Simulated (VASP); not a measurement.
# Al2Cu (pbe) (P4/mmm) in VASP: further runs

The runs below take Al2Cu (pbe) through single point, relaxation of cell and atoms, with PBE.

Everything below comes from runs of VASP 6.6.1. Logs are shortened: lines on timing, memory, paths and dates and some standing lists are left out, and cuts for length are marked.

## 1. The cell of the first run

Symmetry: P4/mmm, No. 123, tetragonal system. Conventional cell: a = 4.121 Å, b = 4.121 Å, c = 2.885 Å, α = 90.00°, β = 90.00°, γ = 90.00°. Within 3.3 Å of Al (site symmetry mmm) lie 4 Cu at 2.52 Å and 6 Al at 2.88 to 2.91 Å. Within 3.3 Å of Cu (site symmetry 4/mmm) lie 8 Al at 2.52 Å and 2 Cu at 2.88 Å.

## 2. Single point, PBE

File INCAR:

```
SYSTEM = Al2Cu
PREC     = Accurate       ! precision mode
ENCUT    = 520            ! plane-wave cutoff, eV
EDIFF    = 1E-6           ! SCF threshold, eV
ISMEAR   = 0              ! smearing method
SIGMA    = 0.1            ! smearing width, eV
LREAL    = .FALSE.        ! projectors in reciprocal space
LASPH    = .TRUE.         ! aspherical terms in the spheres
NELM     = 100            ! most SCF steps
ALGO     = Normal         ! electronic algorithm
ISIF     = 2              ! what is computed and relaxed
LWAVE    = .FALSE.        ! write WAVECAR
LCHARG   = .TRUE.         ! write CHGCAR
GGA      = PE             ! functional
LELF     = .TRUE.         ! ELF
LVHAR    = .TRUE.       
NBANDS   = 16             ! bands
```

File KPOINTS:

```
regular mesh
0
G
  10 10 14
  0 0 0
```

File POSCAR:

```
Al2Cu
1.0
    4.1210417178      0.0000000000      0.0000000000
    0.0000000000      4.1210417178      0.0000000000
    0.0000000000      0.0000000000      2.8848024041
Al Cu
2 1
Direct
    0.5000000000      0.0000000000      0.5000000000
    0.0000000000      0.5000000000      0.5000000000
    0.0000000000      0.0000000000      0.0000000000
```

Potentials or basis: VASP PAW PBE potentials, release 64 (Al, Cu).

The run is started by

```console
> cat potpaw_PBE.64/Al/POTCAR potpaw_PBE.64/Cu/POTCAR > POTCAR
> mpirun -np 1 vasp_std > vasp.out
```

OUTCAR:

```text
SYSTEM = Al2Cu
   PREC = Accurate
   ENCUT = 520
   EDIFF = 1E-6
   ISMEAR = 0
   LREAL = .FALSE.
   LASPH = .TRUE.
   NELM = 100
   ISIF = 2
   GGA = PE

 ion  position               nearest neighbor table
   1  0.500  0.000  0.500-   3 2.52   3 2.52   3 2.52   3 2.52   2 2.91   2 2.91   2 2.91   2 2.91

   2  0.000  0.500  0.500-   3 2.52   3 2.52   3 2.52   3 2.52   1 2.91   1 2.91   1 2.91   1 2.91

   3  0.000  0.000  0.000-   1 2.52   2 2.52   1 2.52   2 2.52   2 2.52   2 2.52   1 2.52   1 2.52

  LATTYP: Found a simple tetragonal cell.
 ALAT       =     4.1210417178
 C/A-ratio  =     0.7000177629

  Lattice vectors:

 A1 = (   4.1210417178,   0.0000000000,   0.0000000000)
 A2 = (   0.0000000000,   4.1210417178,   0.0000000000)
 A3 = (   0.0000000000,   0.0000000000,   2.8848024041)

Analysis of symmetry for initial positions (statically):
=====================================================================
 Subroutine PRICEL returns:
 Original cell was already a primitive cell.

 Routine SETGRP: Setting up the symmetry group for a
 simple tetragonal supercell.

 Subroutine GETGRP returns: Found 16 space group operations
 (whereof 16 operations were pure point group operations)
 out of a pool of 16 trial point group operations.

The static configuration has the point symmetry D_4h.

Analysis of symmetry for dynamics (positions and initial velocities):
=====================================================================
 Subroutine PRICEL returns:
 Original cell was already a primitive cell.

 Routine SETGRP: Setting up the symmetry group for a
 simple tetragonal supercell.

 Subroutine GETGRP returns: Found 16 space group operations
 (whereof 16 operations were pure point group operations)
 out of a pool of 16 trial point group operations.

The dynamic configuration has the point symmetry D_4h.

 Subroutine INISYM returns: Found 16 space group operations
 (whereof 16 operations are pure point group operations),
 and found     1 'primitive' translations

----------------------------------------------------------------------------------------

                                     Primitive cell

  volume of cell :      48.9926

  direct lattice vectors                    reciprocal lattice vectors
     4.121041718  0.000000000  0.000000000     0.242657092  0.000000000  0.000000000
     0.000000000  4.121041718  0.000000000     0.000000000  0.242657092  0.000000000
     0.000000000  0.000000000  2.884802404     0.000000000  0.000000000  0.346644193

  length of vectors
     4.121041718  4.121041718  2.884802404     0.242657092  0.242657092  0.346644193

  position of ions in fractional coordinates (direct lattice)
     0.500000000  0.000000000  0.500000000
     0.000000000  0.500000000  0.500000000
     0.000000000  0.000000000  0.000000000

  ion indices of the primitive-cell ions
   primitive index   ion index
                 1           1
                 2           2
                 3           3

----------------------------------------------------------------------------------------

 KPOINTS: regular mesh

Automatic generation of k-mesh.
 Grid dimensions read from file:
 generate k-points for:   10   10   14

 Generating k-lattice:

  Cartesian coordinates                     Fractional coordinates (reciprocal lattice)
     0.024265709  0.000000000  0.000000000     0.100000000  0.000000000  0.000000000
     0.000000000  0.024265709  0.000000000     0.000000000  0.100000000  0.000000000
     0.000000000  0.000000000  0.024760299     0.000000000  0.000000000  0.071428571

  Length of vectors
     0.024265709  0.024265709  0.024760299

  Shift w.r.t. Gamma in fractional coordinates (k-lattice)
     0.000000000  0.000000000  0.000000000

 Subroutine IBZKPT returns following result:
 ===========================================

 Found    168 irreducible k-points:

 Following reciprocal coordinates:
            Coordinates               Weight
  0.000000  0.000000  0.000000      1.000000
  0.100000  0.000000  0.000000      4.000000
  0.200000  0.000000  0.000000      4.000000
  0.300000  0.000000  0.000000      4.000000
  0.400000  0.000000  0.000000      4.000000
  0.500000  0.000000  0.000000      2.000000
[... 16 lines left out ...]
  0.100000  0.000000  0.071429      8.000000
  0.200000  0.000000  0.071429      8.000000
 [... further k-points ...]
   k-points           NKPTS =    168   k-points in BZ     NKDIM =    168   number of bands    NBANDS=     16
   number of dos      NEDOS =    301   number of ions     NIONS =      3
   total plane-waves  NPLWV =  24576
   dimension x,y,z NGX =    32 NGY =   32 NGZ =   24
   dimension x,y,z NGXF=    64 NGYF=   64 NGZF=   48
   ions per type =               2   1
   NGX,Y,Z   is equivalent  to a cutoff of  12.91, 12.91, 13.83 a.u.
   NGXF,Y,Z  is equivalent  to a cutoff of  25.82, 25.82, 27.66 a.u.
 SYSTEM =  Al2Cu
   PREC   = accura    normal or accurate (medium, high low for compatibility)
   ISTART =      0    job   : 0-new  1-cont  2-samecut
   ICHARG =      2    charge: 1-file 2-atom 10-const
   ISPIN  =      1    spin polarized calculation?
   LNONCOLLINEAR =      F non collinear calculations
   LSORBIT =      F    spin-orbit coupling
   LASPH  =      T    aspherical Exc in radial PAW
   ENCUT  =  520.0 eV  38.22 Ry    6.18 a.u.   7.66  7.66  5.36*2*pi/ulx,y,z
   NELM   =    100;   NELMIN=  2; NELMDL= -5     # of ELM steps
   EDIFF  = 0.1E-05   stopping-criterion for ELM
   LREAL  =      F    real-space projection
   EDIFFG = 0.1E-04   stopping-criterion for IOM
   NSW    =      0    number of steps for IOM
   IBRION =     -1    ionic relax: 0-MD 1-quasi-New 2-CG
   NFREE  =      0    steps in history (QN), initial steepest desc. (CG)
   ISIF   =      2    stress and relaxation
   ISYM   =      2    0-nonsym 1-usesym 2-fastsym
   POTIM  = 0.5000    time-step for ionic-motion
   TEBEG  =    0.0;   TEEND  =   0.0 temperature during run
   PSTRESS=    0.0 pullay stress
   NELECT =      17.0000    total number of electrons
   NUPDOWN=      -1.0000    fix difference up-down
   EMIN   =  10.00;   EMAX   =-10.00  energy-range for DOS
   EFERMI =   0.00;   METHOD = LEGACY
   ISMEAR =     0;   SIGMA  =   0.10  broadening in eV -4-tet -1-fermi 0-gaus
   EFERMI_NEDOS =   21; number of points for ismear=-14 and -15
   IALGO  =     38    algorithm
   IMIX   =      4    mixing-type and parameters
     AMIX     =   0.40;   BMIX     =  1.00
     AMIX_MAG =   1.60;   BMIX_MAG =  1.00
  volume/ion in A,a.u.               =      16.33       110.21
  Fermi-wavevector in a.u.,A,eV,Ry     =   1.150397  2.173935 18.006133  1.323413
  Thomas-Fermi vector in A             =   2.287061
   LORBIT       =      0    0 simple, 1 ext, 2 COOP (PROOUT), +10 PAW based schemes
   GGA     = PE    functional components
   LHFCALC =     F    Hartree Fock is set to
   AEXX    =    0.0000 exact exchange contribution
   IVDW    =     0    specifies the selected vdW correction
   LEPSILON=     F    determine dielectric tensor
   LRPA    =     F    only Hartree local field effects (RPA)
 non-spin polarized calculation
 Gauss-broadening in eV      SIGMA  =   0.10
  energy-cutoff  :      520.00
  volume of cell :       48.99
 maximum number of plane-waves:      1339
 NGX is ok and might be reduce to    32
   NGX = 15   NGY = 15   NGZ = 11

 number of electron      16.9999981 magnetization

 Free energy of the ion-electron system (eV)
  ---------------------------------------------------
  ext. energy  EPLUGINS =         0.00000000
  ---------------------------------------------------
  free energy    TOTEN  =       -11.29738724 eV

  energy without entropy =      -11.29259054  energy(sigma->0) =      -11.29498889

 E-fermi :   7.0677     XC(G=0): -10.3663

 val. band max:        7.0578249244   @ k =   0.4000   0.4000   0.4286
 cond. band min:       7.0724059884   @ k =   0.3000   0.2000   0.2857
 fundamental gap:      0.0145810640
 Fermi energy:         7.0676551193

 k-point     1 :       0.0000    0.0000    0.0000
  band No.  band energies     occupation
      1      -3.3937      2.00000
      2       1.7062      2.00000
      3       2.2411      2.00000
      4       2.8822      2.00000
      5       3.0878      2.00000
      6       3.0878      2.00000
[... 8 lines left out ...]
     15      14.2201      0.00000
     16      19.4803      0.00000

 k-point     2 :       0.1000    0.0000    0.0000
  band No.  band energies     occupation
      1      -3.3101      2.00000
      2       1.6552      2.00000
      3       2.2211      2.00000
      4       2.8569      2.00000
      5       3.0848      2.00000
      6       3.0883      2.00000
[... 8 lines left out ...]
     15      15.3131      0.00000
     16      19.1674      0.00000

 k-point     3 :       0.2000    0.0000    0.0000
  band No.  band energies     occupation
      1      -3.0628      2.00000
      2       1.3812      2.00000
      3       2.1745      2.00000
      4       2.7976      2.00000
      5       3.0770      2.00000
      6       3.0895      2.00000
[... 8 lines left out ...]
     15      17.0567      0.00000
     16      18.4084      0.00000

 k-point     4 :       0.3000    0.0000    0.0000
  band No.  band energies     occupation
      1      -2.6659      2.00000
      2       0.7151      2.00000
      3       2.1548      2.00000
      4       2.7346      2.00000
      5       2.9482      2.00000
      6       3.0674      2.00000
[... 8 lines left out ...]
     15      17.5151      0.00000
     16      18.9601      0.00000
[... 324 lines left out ...]
 k-point    22 :       0.0000    0.0000    0.0714
  band No.  band energies     occupation
      1      -3.3008      2.00000
      2       1.7385      2.00000
      3       2.2762      2.00000
      4       2.8911      2.00000
      5       2.9945      2.00000
      6       2.9945      2.00000
[... 8 lines left out ...]
     15      15.5112      0.00000
     16      18.5907      0.00000

 k-point    23 :       0.1000    0.0000    0.0714
  band No.  band energies     occupation
      1      -3.2174      2.00000
      2       1.6888      2.00000
      3       2.2570      2.00000
      4       2.8640      2.00000
      5       2.9828      2.00000
      6       3.0009      2.00000
[... 8 lines left out ...]
     15      15.9250      0.00000
     16      18.0997      0.00000

 k-point    24 :       0.2000    0.0000    0.0714
  band No.  band energies     occupation
      1      -2.9703      2.00000
      2       1.4242      2.00000
      3       2.2107      2.00000
      4       2.8057      2.00000
      5       2.9421      2.00000
      6       3.0103      2.00000
[... 8 lines left out ...]
     15      17.1144      0.00000
     16      17.2095      0.00000

 [... further k-points ...]
[... 5 lines left out ...]
  --------------------------------------------------------------------------------------
  -------------------------------------------------------------------------------------
  Total        0.0441543      0.0441543      0.0504967      0.0000000     -0.0000000      0.0000000
  in kB        1.4439535      1.4439535      1.6513654      0.0000000     -0.0000000      0.0000000
  external PRESSURE =       1.5130908 kB  Pullay stress =       0.0000000 kB

 VOLUME and BASIS-vectors are now :
 -----------------------------------------------------------------------------
  energy-cutoff  :      520.00
  volume of cell :       48.99
      direct lattice vectors                 reciprocal lattice vectors
     4.121041718  0.000000000  0.000000000     0.242657092  0.000000000  0.000000000
     0.000000000  4.121041718  0.000000000     0.000000000  0.242657092  0.000000000
     0.000000000  0.000000000  2.884802404     0.000000000  0.000000000  0.346644193

 POSITION                                       TOTAL-FORCE (eV/Angst)
 -----------------------------------------------------------------------------------
      2.06052      0.00000      1.44240         0.000000      0.000000      0.000000
      0.00000      2.06052      1.44240         0.000000      0.000000      0.000000
      0.00000      0.00000      0.00000         0.000000      0.000000      0.000000
 -----------------------------------------------------------------------------------
    total drift:                                0.000000     -0.000000      0.000000

  FREE ENERGIE OF THE ION-ELECTRON SYSTEM (eV)
  ---------------------------------------------------
  free  energy   TOTEN  =       -11.2973872442 eV

  energy  without entropy=      -11.2925905426  energy(sigma->0) =      -11.29498889
```

Run time: 59 s. Hardware: 1 thread of Intel Xeon Platinum 8488C (Sapphire Rapids), shared host; peak memory 0.26 GiB.

Results:

```yaml
Free_energy: -11.2974 eV
Pressure: 0.2 GPa
```

## 3. Relaxation of cell and atoms, PBE

This run uses another cell than the first one, of 16.24 Å³/atom, 0.995 times its volume.

File INCAR:

```
SYSTEM = Al2Cu
  PREC = Accurate
  ENCUT = 600
  EDIFF = 1E-7
  ISMEAR = 0
  SIGMA = 0.1
  LREAL = .FALSE.
  LASPH = .TRUE.
  NELM = 100
  ALGO = Fast
  ISIF = 3
  LWAVE = .FALSE.
  LCHARG = .FALSE.
  GGA = PE
  IBRION = 2
  NSW = 100
  EDIFFG = -0.002
```

File KPOINTS:

```
Automatic mesh
0
G
  10 10 14
  0 0 0
```

File POSCAR:

```
Al2Cu
1.0
    4.1051820000      0.0000000000      0.0000000000
    0.0000000000      4.1051820000      0.0000000000
    0.0000000000      0.0000000000      2.8913130000
Al Cu
2 1
Direct
    0.5000000000      0.0000000000      0.5000000000
    0.0000000000      0.5000000000      0.5000000000
    0.0000000000      0.0000000000      0.0000000000
```

Potentials or basis: VASP PAW PBE potentials, release 64 (Al, Cu).

The run is started by

```console
> cat potpaw_PBE.64/Al/POTCAR potpaw_PBE.64/Cu/POTCAR > POTCAR
> mpirun -np 1 vasp_std > vasp.out
```

It took 7.5 min on 1 thread of Intel Xeon Platinum 8488C (Sapphire Rapids), shared host; peak memory 0.28 GiB.

It converged, with:

| Item | Value |
| --- | --- |
| Free energy | -11.2977 eV |
| Relaxed volume | 16.37 Å³/atom |
| Relaxed cell | a = 4.124 Å, b = 4.124 Å, c = 2.887 Å, α = 90.00°, β = 90.00°, γ = 90.00° |
| Space group after relaxing (to 0.05 Å) | P4/mmm (No. 123) |
| Energy gained by relaxing | 0.4 meV/atom |
| Ionic steps | 8 |
| Pressure after relaxing | 0.0 GPa |

The path:
```tsv
step	energy change (eV)	largest force (eV/Å)	pressure (GPa)	volume (Å³)
1	0.0000	0.0000	0.88	48.73
2	-0.0006	0.0000	-0.51	49.36
3	-0.0009	0.0000	-0.08	49.10
4	-0.0009	0.0000	0.06	49.08
5	-0.0010	0.0000	0.02	49.08
6	-0.0011	0.0000	0.09	49.08
7	-0.0011	0.0000	-0.11	49.16
8	-0.0011	0.0000	0.00	49.10
```

Final structure:
```
CELL_PARAMETERS angstrom
4.12393 0.00000 0.00000
0.00000 4.12393 0.00000
0.00000 0.00000 2.88728
ATOMIC_POSITIONS crystal
Al 0.50000 0.00000 0.50000
Al 0.00000 0.50000 0.50000
Cu 0.00000 0.00000 0.00000
```

Levels at points of the mesh, in eV from the Fermi level:
| k point | band 5 | band 6 | band 7 | band 8 | band 9 | band 10 | band 11 | band 12 |
| --- | --- | --- | --- | --- | --- | --- | --- | --- |
| (0.00, 0.00, 0.00) | -3.97 | -3.97 | -2.35 | -2.35 | -0.15 | 0.92 | 6.08 | 6.09 |
| (0.50, 0.00, 0.00) | -4.25 | -4.00 | -3.97 | -1.05 | 1.54 | 1.73 | 1.86 | 7.46 |
| (0.50, 0.50, 0.00) | -4.29 | -4.14 | -4.00 | -4.00 | -2.38 | 8.52 | 8.52 | 9.41 |
| (0.00, 0.00, 0.50) | -4.69 | -4.00 | -2.94 | 2.46 | 2.53 | 2.53 | 2.80 | 2.80 |
| (0.50, 0.00, 0.50) | -4.08 | -4.05 | -2.99 | -2.41 | -1.67 | 3.66 | 4.02 | 4.34 |
| (0.50, 0.50, 0.50) | -3.84 | -3.40 | -2.22 | -2.22 | -0.84 | -0.79 | -0.08 | -0.08 |

Caveat: the bands computed are all filled at some k points, so no gap is given.
